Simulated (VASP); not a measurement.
Here is a VASP 6.6.1 calculation.

Contents of POSCAR:

```
Ti
1.0
   -1.5999750000      1.5999750000      1.5999750000
    1.5999750000     -1.5999750000      1.5999750000
    1.5999750000      1.5999750000     -1.5999750000
Ti
1
Direct
    0.0000000000      0.0000000000      0.0000000000
```

INCAR.step1

```
SYSTEM = Ti
  PREC = Accurate
  ENCUT = 520
  ISMEAR = 0
  SIGMA = 0.15
  LREAL = .FALSE.
  LASPH = .TRUE.
  NELM = 100
  NBANDS = 12
  GGA = PE
  ALGO = Normal
  EDIFF = 1E-4
  LWAVE = .TRUE.
  LCHARG = .FALSE.
```

INCAR.step2

```
SYSTEM = Ti
  PREC = Accurate
  ENCUT = 520
  EDIFF = 1E-6
  ISMEAR = 0
  SIGMA = 0.15
  LREAL = .FALSE.
  LASPH = .TRUE.
  NELM = 100
  ALGO = Normal
  ISIF = 2
  LWAVE = .FALSE.
  LCHARG = .TRUE.
  METAGGA = R2SCAN
  LMIXTAU = .TRUE.
  LELF = .TRUE.
  LVHAR = .TRUE.
  NBANDS = 12
  ISTART = 1
```

File KPOINTS:

```
Automatic mesh
0
G
  20 20 20
  0 0 0
```

Potentials or basis: VASP PAW PBE potentials, release 64 (Ti_sv).

Launch:

```sh
$ cat potpaw_PBE.64/Ti_sv/POTCAR > POTCAR
$ cp INCAR.step1 INCAR
$ mpirun -np 1 vasp_std > vasp.out
$ cp INCAR.step2 INCAR
$ mpirun -np 1 vasp_std > vasp.out
```

Question: What does it give for the band gap on the k mesh?

Answer: Zero (bands 6 and 7 overlap by 1.96 eV).

Question: What does it give for the pressure?

Answer: 6.3 GPa.

Caveat: the cell differs from its parent crystal (strain -0.025 along x and y, -0.025 along z); the cell stands under pressure; the PAW data sets were made with another functional, which shifts forces and pressure a little.
